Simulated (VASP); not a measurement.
# TiS2 (P-3m1) in VASP: single point with HSE06

Aim: the single point of TiS2 with HSE06.

All numbers are computed with VASP 6.6.1; they aren't measurements. Logs are shortened: lines on timing, memory, paths and dates and some standing lists are left out, and cuts for length are marked.

**1. The cell of the first run**

Symmetry: P-3m1, No. 164, trigonal system. The conventional cell has a = 3.534 Å, b = 3.534 Å, c = 5.739 Å, α = 90.00°, β = 90.00°, γ = 120.00°. Within 3.2 Å of Ti (site symmetry -3m) lie 6 S at 2.45 Å. S (site symmetry 3m) has 3 Ti at 2.45 Å within 3.2 Å.

**2. Single point, HSE06 (biaxial xy strain +3.6%)**

File POSCAR:

```
TiS2
1.0
    3.5340653435      0.0000000000      0.0000000000
   -1.7670326717      3.0605903661      0.0000000000
    0.0000000000      0.0000000000      5.7387203108
Ti S
1 2
Direct
    0.0000000000      0.0000000000      0.0000000000
    0.3333333333      0.6666666667      0.2366340461
    0.6666666667      0.3333333333      0.7633659539
```

File INCAR.step1:

```
SYSTEM = TiS2
PREC     = Accurate       ! precision mode
ENCUT    = 400            ! plane-wave cutoff, eV
EDIFF    = 1E-5           ! SCF threshold, eV
ISMEAR   = -1             ! smearing method
SIGMA    = 0.02           ! smearing width, eV
LREAL    = .FALSE.        ! projectors in reciprocal space
LASPH    = .TRUE.         ! aspherical terms in the spheres
NELM     = 120            ! most SCF steps
ALGO     = Normal         ! electronic algorithm
ISIF     = 2              ! what is computed and relaxed
LWAVE    = .TRUE.         ! write WAVECAR
GGA      = PE             ! functional
NBANDS   = 19             ! bands
GGA_COMPAT= .FALSE.
```

File INCAR.step2:

```
SYSTEM = TiS2
PREC     = Accurate       ! precision mode
ENCUT    = 400            ! plane-wave cutoff, eV
EDIFF    = 1E-6           ! SCF threshold, eV
ISMEAR   = -1             ! smearing method
SIGMA    = 0.02           ! smearing width, eV
LREAL    = .FALSE.        ! projectors in reciprocal space
LASPH    = .TRUE.         ! aspherical terms in the spheres
NELM     = 120            ! most SCF steps
ALGO     = Normal         ! electronic algorithm
ISIF     = 2              ! what is computed and relaxed
LWAVE    = .FALSE.        ! write WAVECAR
LCHARG   = .TRUE.         ! write CHGCAR
GGA      = PE             ! functional
LHFCALC  = .TRUE.         ! exact exchange
HFSCREEN = 0.2079         ! screening, 1/A
PRECFOCK = Normal       
LELF     = .TRUE.         ! ELF
LVHAR    = .TRUE.       
ISTART   = 1            
NBANDS   = 19             ! bands
GGA_COMPAT= .FALSE.
```

File KPOINTS:

```
regular mesh
0
G
  6 6 4
  0 0 0
```

Potentials or basis: VASP PAW PBE potentials, release 64 (Ti_sv, S).

Started as:

```bash
$ cat potpaw_PBE.64/Ti_sv/POTCAR potpaw_PBE.64/S/POTCAR > POTCAR
$ cp INCAR.step1 INCAR
$ mpirun -np 1 vasp_std > vasp.out
$ cp INCAR.step2 INCAR
$ mpirun -np 1 vasp_std > vasp.out
```

OUTCAR:

```text
SYSTEM = TiS2
   PREC = Accurate
   ENCUT = 400
   EDIFF = 1E-6
   ISMEAR = -1
   LREAL = .FALSE.
   LASPH = .TRUE.
   NELM = 120
   ISIF = 2
   GGA = PE
   LHFCALC = .TRUE.
   HFSCREEN = 0.2079
   PRECFOCK = Normal
   ISTART = 1

 ion  position               nearest neighbor table
   1  0.000  0.000  0.000-   2 2.45   3 2.45   2 2.45   3 2.45   3 2.45   2 2.45
   2  0.333  0.667  0.237-   1 2.45   1 2.45   1 2.45
   3  0.667  0.333  0.763-   1 2.45   1 2.45   1 2.45

  LATTYP: Found a hexagonal cell.
 ALAT       =     3.5340653435
 C/A-ratio  =     1.6238297125

  Lattice vectors:

 A1 = (   3.5340653435,   0.0000000000,   0.0000000000)
 A2 = (  -1.7670326717,   3.0605903661,   0.0000000000)
 A3 = (   0.0000000000,   0.0000000000,   5.7387203108)

Analysis of symmetry for initial positions (statically):
=====================================================================
 Subroutine PRICEL returns:
 Original cell was already a primitive cell.

 Routine SETGRP: Setting up the symmetry group for a
 hexagonal supercell.

 Subroutine GETGRP returns: Found 12 space group operations
 (whereof 12 operations were pure point group operations)
 out of a pool of 24 trial point group operations.

The static configuration has the point symmetry D_3d.

Analysis of symmetry for dynamics (positions and initial velocities):
=====================================================================
 Subroutine PRICEL returns:
 Original cell was already a primitive cell.

 Routine SETGRP: Setting up the symmetry group for a
 hexagonal supercell.

 Subroutine GETGRP returns: Found 12 space group operations
 (whereof 12 operations were pure point group operations)
 out of a pool of 24 trial point group operations.

The dynamic configuration has the point symmetry D_3d.

 Subroutine INISYM returns: Found 12 space group operations
 (whereof 12 operations are pure point group operations),
 and found     1 'primitive' translations

----------------------------------------------------------------------------------------

                                     Primitive cell

  volume of cell :      62.0719

  direct lattice vectors                    reciprocal lattice vectors
     3.534065344  0.000000000  0.000000000     0.282960246  0.163367174  0.000000000
    -1.767032672  3.060590366  0.000000000     0.000000000  0.326734349  0.000000000
     0.000000000  0.000000000  5.738720311     0.000000000  0.000000000  0.174254877

  length of vectors
     3.534065344  3.534065343  5.738720311     0.326734349  0.326734349  0.174254877

  position of ions in fractional coordinates (direct lattice)
     0.000000000  0.000000000  0.000000000
     0.333333333  0.666666667  0.236634046
     0.666666667  0.333333333  0.763365954

  ion indices of the primitive-cell ions
   primitive index   ion index
                 1           1
                 2           2
                 3           3

----------------------------------------------------------------------------------------

 KPOINTS: regular mesh

Automatic generation of k-mesh.
 Grid dimensions read from file:
 generate k-points for:    6    6    4

 Generating k-lattice:

  Cartesian coordinates                     Fractional coordinates (reciprocal lattice)
     0.047160041  0.027227862  0.000000000     0.166666667  0.000000000  0.000000000
     0.000000000  0.054455725  0.000000000     0.000000000  0.166666667  0.000000000
     0.000000000  0.000000000  0.043563719     0.000000000  0.000000000  0.250000000

  Length of vectors
     0.054455725  0.054455725  0.043563719

  Shift w.r.t. Gamma in fractional coordinates (k-lattice)
     0.000000000  0.000000000  0.000000000

 Subroutine IBZKPT returns following result:
 ===========================================

 Found     24 irreducible k-points:

 Following reciprocal coordinates:
            Coordinates               Weight
  0.000000  0.000000  0.000000      1.000000
  0.166667  0.000000  0.000000      6.000000
  0.333333  0.000000  0.000000      6.000000
  0.500000  0.000000  0.000000      3.000000
  0.166667  0.166667  0.000000      6.000000
  0.333333  0.166667  0.000000     12.000000
[... 16 lines left out ...]
  0.333333  0.166667  0.500000     12.000000
  0.333333  0.333333  0.500000      2.000000
   k-points           NKPTS =     24   k-points in BZ     NKDIM =    144   number of bands    NBANDS=     19
   number of dos      NEDOS =    301   number of ions     NIONS =      3
   total plane-waves  NPLWV =  23040
   dimension x,y,z NGX =    24 NGY =   24 NGZ =   40
   dimension x,y,z NGXF=    48 NGYF=   48 NGZF=   80
   ions per type =               1   2
   NGX,Y,Z   is equivalent  to a cutoff of  11.29, 11.29, 11.59 a.u.
   NGXF,Y,Z  is equivalent  to a cutoff of  22.58, 22.58, 23.18 a.u.
 SYSTEM =  TiS2
   PREC   = accura    normal or accurate (medium, high low for compatibility)
   ISTART =      1    job   : 0-new  1-cont  2-samecut
   ICHARG =      0    charge: 1-file 2-atom 10-const
   ISPIN  =      1    spin polarized calculation?
   LNONCOLLINEAR =      F non collinear calculations
   LSORBIT =      F    spin-orbit coupling
   LASPH  =      T    aspherical Exc in radial PAW
   ENCUT  =  400.0 eV  29.40 Ry    5.42 a.u.   5.76  5.76  9.36*2*pi/ulx,y,z
   NELM   =    120;   NELMIN=  2; NELMDL=  0     # of ELM steps
   EDIFF  = 0.1E-05   stopping-criterion for ELM
   LREAL  =      F    real-space projection
   EDIFFG = 0.1E-04   stopping-criterion for IOM
   NSW    =      0    number of steps for IOM
   IBRION =     -1    ionic relax: 0-MD 1-quasi-New 2-CG
   NFREE  =      0    steps in history (QN), initial steepest desc. (CG)
   ISIF   =      2    stress and relaxation
   ISYM   =      3    0-nonsym 1-usesym 2-fastsym
   POTIM  = 0.5000    time-step for ionic-motion
   TEBEG  =    0.0;   TEEND  =   0.0 temperature during run
   PSTRESS=    0.0 pullay stress
   NELECT =      24.0000    total number of electrons
   NUPDOWN=      -1.0000    fix difference up-down
   EMIN   =  10.00;   EMAX   =-10.00  energy-range for DOS
   EFERMI =   0.00;   METHOD = LEGACY
   ISMEAR =    -1;   SIGMA  =   0.02  broadening in eV -4-tet -1-fermi 0-gaus
   EFERMI_NEDOS =   21; number of points for ismear=-14 and -15
   IALGO  =     38    algorithm
   IMIX   =      1    mixing-type and parameters
     AMIX     =   0.40;   BMIX     =  1.00
     AMIX_MAG =   1.60;   BMIX_MAG =  1.00
  volume/ion in A,a.u.               =      20.69       139.63
  Fermi-wavevector in a.u.,A,eV,Ry     =   1.192652  2.253785 19.353173  1.422418
  Thomas-Fermi vector in A             =   2.328685
   LORBIT       =      0    0 simple, 1 ext, 2 COOP (PROOUT), +10 PAW based schemes
   GGA     = PE    functional components
   LHFCALC =     T    Hartree Fock is set to
   PRECFOCK=normal    Normal, Fast or Accurate (Low or Medium for compatibility)
   ENCUT4O =  -1.0   cutoff for four orbital integrals eV
   NKREDX  =     1    reduce k-point grid by
   NKREDY  =     1    reduce k-point grid by
   NKREDZ  =     1    reduce k-point grid by
   AEXX    =    0.2500 exact exchange contribution
   HFSCREEN=    0.2079 screening length (either q_TF or 0.3 A-1)
   HFSCREENC=   0.2079 screening length for correlation (either q_TF or 0.3 A-1)
   ENCUTFOCK=  -1.0 apply spherical cutoff to Coloumb kernel
   IVDW    =     0    specifies the selected vdW correction
   LEPSILON=     F    determine dielectric tensor
   LRPA    =     F    only Hartree local field effects (RPA)
 non-spin polarized calculation
  energy-cutoff  :      400.00
  volume of cell :       62.07
 maximum number of plane-waves:      1152
 NGX is ok and might be reduce to    24
  NGX = 18; NGY = 18; NGZ = 30

 number of electron      23.9999997 magnetization

 Free energy of the ion-electron system (eV)
  ---------------------------------------------------
  ext. energy  EPLUGINS =         0.00000000
  ---------------------------------------------------
  free energy    TOTEN  =       -24.13877661 eV

  energy without entropy =      -24.13877661  energy(sigma->0) =      -24.13877661

 E-fermi :   4.6580     XC(G=0):  -8.0266

 val. band max:        4.1777997586   @ k =   0.0000   0.0000   0.0000
 cond. band min:       5.0912441378   @ k =   0.5000   0.0000   0.5000
 fundamental gap:      0.9134443791
 Fermi energy:         4.6580240998

 k-point     1 :       0.0000    0.0000    0.0000
  band No.  band energies     occupation
      1     -58.5464      2.00000
      2     -33.1196      2.00000
      3     -33.0548      2.00000
      4     -33.0548      2.00000
      5     -10.7851      2.00000
      6      -8.9489      2.00000
[... 11 lines left out ...]
     18      10.8084      0.00000
     19      11.5049      0.00000

 k-point     2 :       0.1667    0.0000    0.0000
  band No.  band energies     occupation
      1     -58.5447      2.00000
      2     -33.1154      2.00000
      3     -33.0817      2.00000
      4     -33.0612      2.00000
      5     -10.4732      2.00000
      6      -8.9213      2.00000
[... 11 lines left out ...]
     18      12.0961      0.00000
     19      12.7130      0.00000

 k-point     3 :       0.3333    0.0000    0.0000
  band No.  band energies     occupation
      1     -58.5404      2.00000
      2     -33.1353      2.00000
      3     -33.1068      2.00000
      4     -33.0740      2.00000
      5      -9.7205      2.00000
      6      -8.8988      2.00000
[... 11 lines left out ...]
     18      12.0527      0.00000
     19      12.9826      0.00000

 k-point     4 :       0.5000    0.0000    0.0000
  band No.  band energies     occupation
      1     -58.5383      2.00000
      2     -33.1620      2.00000
      3     -33.1026      2.00000
      4     -33.0803      2.00000
      5      -9.0953      2.00000
      6      -9.0628      2.00000
[... 407 lines left out ...]
     18      13.1449      0.00000
     19      13.6859      0.00000

 k-point    23 :       0.3333    0.1667    0.5000
  band No.  band energies     occupation
      1     -58.5381      2.00000
      2     -33.1481      2.00000
      3     -33.1027      2.00000
      4     -33.0941      2.00000
      5      -9.1543      2.00000
      6      -8.9964      2.00000
[... 11 lines left out ...]
     18      12.0502      0.00000
     19      12.7797      0.00000

 k-point    24 :       0.3333    0.3333    0.5000
  band No.  band energies     occupation
      1     -58.5368      2.00000
      2     -33.1293      2.00000
      3     -33.1293      2.00000
      4     -33.1007      2.00000
      5      -8.9463      2.00000
      6      -8.9463      2.00000
[... 11 lines left out ...]
     18      13.0595      0.00000
     19      13.0595      0.00000

------------------------ aborting loop because EDIFF is reached ----------------------------------------

  FORCE on cell =-STRESS in cart. coord.  units (eV):
  Direction    XX          YY          ZZ          XY          YZ          ZX
  --------------------------------------------------------------------------------------
  -------------------------------------------------------------------------------------
  Total       -2.4944153     -2.4944153     -0.1596686     -0.0000000      0.0000000      0.0000000
  in kB      -64.3849713    -64.3849713     -4.1213102     -0.0000000      0.0000000      0.0000000
  external PRESSURE =     -44.2970842 kB  Pullay stress =       0.0000000 kB

 VOLUME and BASIS-vectors are now :
 -----------------------------------------------------------------------------
  energy-cutoff  :      400.00
  volume of cell :       62.07
      direct lattice vectors                 reciprocal lattice vectors
     3.534065344  0.000000000  0.000000000     0.282960246  0.163367174  0.000000000
    -1.767032672  3.060590366  0.000000000     0.000000000  0.326734349  0.000000000
     0.000000000  0.000000000  5.738720311     0.000000000  0.000000000  0.174254877

 POSITION                                       TOTAL-FORCE (eV/Angst)
 -----------------------------------------------------------------------------------
      0.00000      0.00000      0.00000         0.000000      0.000000      0.000000
     -0.00000      2.04039      1.35798        -0.000000      0.000000     -0.218698
      1.76703      1.02020      4.38074         0.000000      0.000000      0.218698
 -----------------------------------------------------------------------------------
    total drift:                               -0.000000      0.000000      0.000001

  FREE ENERGIE OF THE ION-ELECTRON SYSTEM (eV)
  ---------------------------------------------------
  free  energy   TOTEN  =       -24.1387766114 eV

  energy  without entropy=      -24.1387766114  energy(sigma->0) =      -24.13877661
```

It took 89 min on 1 thread of Intel Xeon Platinum 8259CL at 2.50GHz (Skylake/Cascade Lake), shared host; peak memory 0.28 GiB.

What came out:

```yaml
Free_energy: -24.1388 eV
Pressure: -4.4 GPa
Largest_force: 0.219 eV/Å
Band_gap_on_the_k_mesh: 0.91 eV (least direct gap 1.15 eV)
```

Forces on the atoms (eV/Å):
```
Ti   0.000  0.000  0.000
S    0.000  0.000 -0.219
S    0.000  0.000  0.219
```

Caveat: the cell differs from its parent crystal (biaxial xy strain +3.6%); the stress differs along the axes, from -6 to -0 GPa; the PAW data sets were made with another functional, which shifts forces and pressure a little; this functional lacks dispersion, which binds layers or chains, so the pressure and a relaxed spacing across them are unreliable. A k mesh can miss the band edges.
